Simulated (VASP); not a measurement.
The system is NiO.

```
CELL_PARAMETERS angstrom
-1.47585 -0.85208 -2.40567
1.47585 0.85208 -4.81134
1.47585 -2.55624 0.00000
ATOMIC_POSITIONS crystal
Ni 0.00000 0.00000 0.00000
Ni 0.00000 0.50000 0.50000
O 0.50000 0.00000 0.50000
O 0.50000 0.50000 0.00000
```

Base run:

```yaml
Program: VASP 6.6.1
Functional: PBE
Potentials_or_basis: VASP PAW PBE potentials, release 64 (Ni, O)
Cutoff: 520 eV
k_mesh: 9 × 5 × 7
Occupations: gaussian, width 0.05 eV
Spin: collinear spin, ferromagnetic start
Starting_moments: "[2.8, 2.8, 0.0, 0.0] μB"
Hubbard_terms: Ni d U = 6.2 eV
```

Its results: band gap on the k mesh 2.55 eV; pressure 3.4 GPa; net moment 4.00 μB per cell; site moments Ni +1.82; O +0.17 μB.

Q: The run is repeated on the same cell with these changes: spin from collinear spin, ferromagnetic start to collinear spin, antiferromagnetic start; moments at the start from [2.8, 2.8, 0.0, 0.0] to [2.0, -2.0, 0.0, 0.0]. What comes out?

A: Band gap on the k mesh 2.70 eV; pressure 3.6 GPa; net moment 0.00 μB per cell; site moments Ni +1.84, -1.84; O +0.06, -0.06 μB.

Caveats: the cell stands under pressure.

A k mesh can miss the band edges.
